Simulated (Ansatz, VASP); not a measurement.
Mg3Sb2 in VASP and in Ansatz

File POSCAR:

```
Mg3Sb2
1.0
    4.5715054100      0.0000000000      0.0000000000
   -2.2857527000      3.9590398200      0.0000000000
    0.0000000000      0.0000000000      7.2448996400
Mg Sb
3 2
Direct
    0.3333333300      0.6666666700      0.6335056500
    0.6666666700      0.3333333300      0.3664943500
    0.0000000000      0.0000000000      0.0000000000
    0.3333333300      0.6666666700      0.2286768400
    0.6666666700      0.3333333300      0.7713231600
```

Contents of INCAR.step1:

```
SYSTEM = Mg3Sb2
PREC = Accurate ; ENCUT = 520
EDIFF = 1E-5 ; ISMEAR = -1
SIGMA = 0.02 ; LREAL = .False.
LASPH = .True. ; NELM = 120
ALGO = Normal ; ISIF = 2
LWAVE = .True. ; LCHARG = .False.
NBANDS = 16 ; GGA = PE
GGA_COMPAT = .False. ; KPAR = 4
```

File INCAR.step2:

```
SYSTEM = Mg3Sb2
PREC = Accurate ; ENCUT = 520
EDIFF = 1E-6 ; ISMEAR = -1
SIGMA = 0.02 ; LREAL = .False.
LASPH = .True. ; NELM = 120
ALGO = Normal ; ISIF = 2
LWAVE = .False. ; LCHARG = .False.
GGA = PE ; LHFCALC = .True.
HFSCREEN = 0.2079 ; PRECFOCK = Normal
NBANDS = 16 ; ISTART = 1
GGA_COMPAT = .False. ; KPAR = 4
```

File KPOINTS:

```
Automatic mesh
0
Gamma
  6 6 4
  0 0 0
```

Input for Ansatz:

```yaml
crystal:
  lattice:
    - [4.57150541, 0.0, 0.0]
    - [-2.2857527, 3.95903982, 0.0]
    - [0.0, 0.0, 7.24489964]
  atoms:
    - { symbol: Mg, position: [0.33333333, 0.66666667, 0.63350565] }
    - { symbol: Mg, position: [0.66666667, 0.33333333, 0.36649435] }
    - { symbol: Mg, position: [0.0, 0.0, 0.0] }
    - { symbol: Sb, position: [0.33333333, 0.66666667, 0.22867684] }
    - { symbol: Sb, position: [0.66666667, 0.33333333, 0.77132316] }
  symmetry: { tolerance: 0.0003 }
hamiltonian:
  xc: hse06
  pseudopotentials: { kind: paw, azcp: { folder: soft_1 } }
basis:
  ecutwfc: 420
magnetization:
  spin_polarized: false
scf:
  occupations: { method: fermi_dirac, width: 0.02 }
kpoints:
  mp_grid: { grid: [6, 6, 4], shift: [0, 0, 0] }
  band_path:
    path:
      - [0.0, 0.0, 0.0]
      - [0.5, 0.0, 0.0]
      - [0.33333333, 0.33333333, 0.0]
      - [0.0, 0.0, 0.0]
      - [0.0, 0.0, 0.5]
      - [0.5, 0.0, 0.5]
      - [0.33333333, 0.33333333, 0.5]
      - [0.0, 0.0, 0.5]
      - [0.5, 0.0, 0.5]
      - [0.5, 0.0, 0.0]
      - [0.33333333, 0.33333333, 0.5]
    npoints: 1
output:
  forces: true
  stress: true
  eigenvalues: true
  bader: true
  populations: true
  elf: true
  write_potential: true
  write_density: true
  volumetric_format: npy
  dos:
    e_range: [-12, 8]
    de: 0.05
    projected: { site_lists: { Mg: [Mg], Sb: [Sb] } }
```

Alike in both runs: task single point; functional HSE06; k mesh 6 × 6 × 4; occupations fermi-dirac, width 0.02 eV; no spin polarisation.

|  | VASP | Ansatz |
| --- | --- | --- |
| version | VASP 6.6.1 | Ansatz 0.2.0 |
| potentials or method | VASP PAW PBE potentials, release 64 (Mg, Sb), cutoff 520 eV | PAW plane waves |
| valence electrons in the cell | 16 | 60 |

```csv
,VASP,Ansatz,Ansatz less VASP
pressure (GPa),-0.7,-0.2,+0.47
"traceless stress, the component that is largest in VASP (GPa)",-0.06,-0.09,-0.036
rms of the force components (eV/Å),0.010,0.019,+0.0085
```

Atom by atom the forces differ by 0.012 eV/Å (rms over components). With one functional, cell and mesh, what is left measures potentials, basis and numerics. VASP's potentials hold 16 valence electrons a cell and Ansatz's 60, so a difference there can come from the potentials and not from the codes. Ansatz's warnings: stress exchange threshold loose, stress scf threshold loose.

Spin-orbit coupling is off throughout.
